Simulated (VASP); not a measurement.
The system is SbSe2.

```
Sb Se
1.0
     4.16717    0.00000    0.00000
    -2.08359    3.60888    0.00000
     0.00000    0.00000    3.95236
Sb Se
1 2
Direct
  0.00000 0.00000 0.69741
  0.33333 0.66667 0.56270
  0.66667 0.33333 0.56270
```

| Property | Result |
| --- | --- |
| Program | VASP 6.6.1 |
| Task | relaxation of cell and atoms |
| Functional | PBE |
| Potentials or basis | VASP PAW PBE potentials, release 64 (Sb, Se) |
| Cutoff | 600 eV |
| k mesh | 6 × 6 × 4 |
| Occupations | gaussian, width 0.1 eV |
| Spin | no spin polarisation |

At the start: pressure 66.6 GPa; volume 19.81 Å³/atom.

Problem. Where does the relaxation end?

Solution. Over 13 steps the energy falls by 1902.0 meV/atom and the volume is 25.88 Å³/atom (+30.6 %); space group P6mm (No. 183, to 0.05 Å).

Step by step:
```
step  energy change (eV)  largest force (eV/Å)  pressure (GPa)  volume (Å³)
   1              0.0000                5.6599           66.59        59.44
   2             -1.5681                0.6771           -7.51       154.11
   3             -5.4846                0.1216           -4.20        91.93
   4             -5.5533                0.2900           -2.71        89.21
   5             -5.5823                0.5396           -0.34        85.81
   6             -5.5825                0.4948           -0.79        86.39
   7             -5.6047                0.4602           -0.70        85.31
   8             -5.6591                0.3514           -0.31        82.09
   9             -5.6985                0.1301            1.16        75.84
  10             -5.6790                0.2168           -1.89        78.40
  11             -5.7030                0.0197            0.17        76.60
  12             -5.7056                0.0033            0.05        77.19
  13             -5.7060                0.0107           -0.03        77.65
```

Final structure:
```
CELL_PARAMETERS angstrom
4.89788 0.00000 0.00000
-2.44894 4.24169 0.00000
0.00000 0.00000 3.73771
ATOMIC_POSITIONS crystal
Sb 0.00000 0.00000 0.78482
Se 0.33333 0.66667 0.51899
Se 0.66667 0.33333 0.51899
```

Caveat: the k points lie up to 0.42 Å⁻¹ apart in the final cell; the volume moved by over 15 % at a fixed basis, so the end points are rough; this functional lacks dispersion, which binds the layers, so the pressure and a relaxed spacing across them are unreliable.
